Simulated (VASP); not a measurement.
Input of a VASP 6.6.1 run:

POSCAR

```
H4C
1.0
    4.7146713108      0.0000000000      0.0000000000
    0.0000000000      4.7146713108      0.0000000000
    0.0000000000      0.0000000000      5.1390926113
H C
8 2
Direct
    0.8618619824      0.1309463720      0.8766693711
    0.6309463720      0.3618619824      0.3766693711
    0.3690536280      0.6381380176      0.3766693711
    0.8690536280      0.8618619824      0.1233306289
    0.3618619824      0.3690536280      0.6233306289
    0.6381380176      0.6309463720      0.6233306289
    0.1381380176      0.8690536280      0.8766693711
    0.1309463720      0.1381380176      0.1233306289
    0.5000000000      0.5000000000      0.5000000000
    0.0000000000      0.0000000000      0.0000000000
```

The input INCAR.step1:

```
SYSTEM = H4C
PREC = Accurate
ENCUT = 600
ISMEAR = -1
SIGMA = 0.03
LREAL = .False.
LASPH = .True.
NELM = 60
GGA = PE
ALGO = Normal
EDIFF = 1E-4
LWAVE = .True.
LCHARG = .False.
```

File INCAR.step2:

```
SYSTEM = H4C
PREC = Accurate
ENCUT = 600
EDIFF = 1E-7
ISMEAR = -1
SIGMA = 0.03
LREAL = .False.
LASPH = .True.
NELM = 60
ALGO = Normal
ISIF = 3
LWAVE = .False.
LCHARG = .False.
METAGGA = R2SCAN
LMIXTAU = .True.
LUSE_VDW = .True.
IVDW_NL = 2
BPARAM = 11.95
CPARAM = 0.0093
IBRION = 2
NSW = 100
EDIFFG = -0.01
ISTART = 1
```

KPOINTS

```
regular mesh
0
Gamma
  6 6 4
  0 0 0
```

Potentials or basis: VASP PAW PBE potentials, release 64 (H, C).

Launch:

```console
$ cat potpaw_PBE.64/H/POTCAR potpaw_PBE.64/C/POTCAR > POTCAR
$ cp INCAR.step1 INCAR
$ mpirun -np 1 vasp_std > vasp.out
$ cp INCAR.step2 INCAR
$ mpirun -np 1 vasp_std > vasp.out
```

Task: Estimate the relaxed volume.

Result: 8.88 Å³/atom.

Task: Estimate the band gap on the k mesh.

Result: 8.39 eV.

Task: What does it give for the space group after relaxing (to 0.1 Å)?

Result: I-42m (No. 121).

Step by step:
| step | energy change (eV) | largest force (eV/Å) | pressure (GPa) | volume (Å³) |
| --- | --- | --- | --- | --- |
| 1 | 0.0000 | 0.2538 | -1.58 | 114.23 |
| 2 | 0.0006 | 0.3587 | 0.94 | 112.37 |
| 3 | -0.0108 | 0.0424 | -0.36 | 113.31 |
| 4 | -0.0123 | 0.0417 | -0.36 | 112.87 |
| 5 | -0.0167 | 0.0406 | -0.36 | 111.55 |
| 6 | -0.0253 | 0.0413 | -0.35 | 108.96 |
| 7 | -0.0408 | 0.0528 | -0.26 | 103.89 |
| 8 | -0.0623 | 0.1071 | 0.19 | 94.22 |
| 9 | -0.0168 | 0.3296 | 2.97 | 76.73 |
| 10 | -0.0601 | 0.2561 | 1.16 | 90.23 |
| 11 | -0.0611 | 0.2399 | 1.08 | 90.04 |
| 12 | -0.0638 | 0.1920 | 0.85 | 89.47 |
| 13 | -0.0671 | 0.1015 | 0.43 | 88.34 |
| 14 | -0.0654 | 0.1261 | -0.43 | 86.11 |
| 15 | -0.0677 | 0.0626 | 0.18 | 87.56 |
| 16 | -0.0677 | 0.0671 | 0.19 | 87.70 |
| 17 | -0.0677 | 0.0652 | 0.16 | 87.63 |
| 18 | -0.0679 | 0.0618 | 0.16 | 87.70 |
| 19 | -0.0685 | 0.0520 | 0.14 | 87.90 |
| 20 | -0.0692 | 0.0330 | 0.10 | 88.31 |
| 21 | -0.0694 | 0.0186 | 0.04 | 89.13 |
| 22 | -0.0695 | 0.0157 | 0.07 | 88.79 |
| 23 | -0.0695 | 0.0046 | -0.01 | 88.80 |

Caveat: the volume moved by over 15 % at a fixed basis, so the end points are rough; the PAW data sets were made with another functional, which shifts forces and pressure a little. A k mesh can miss the band edges.
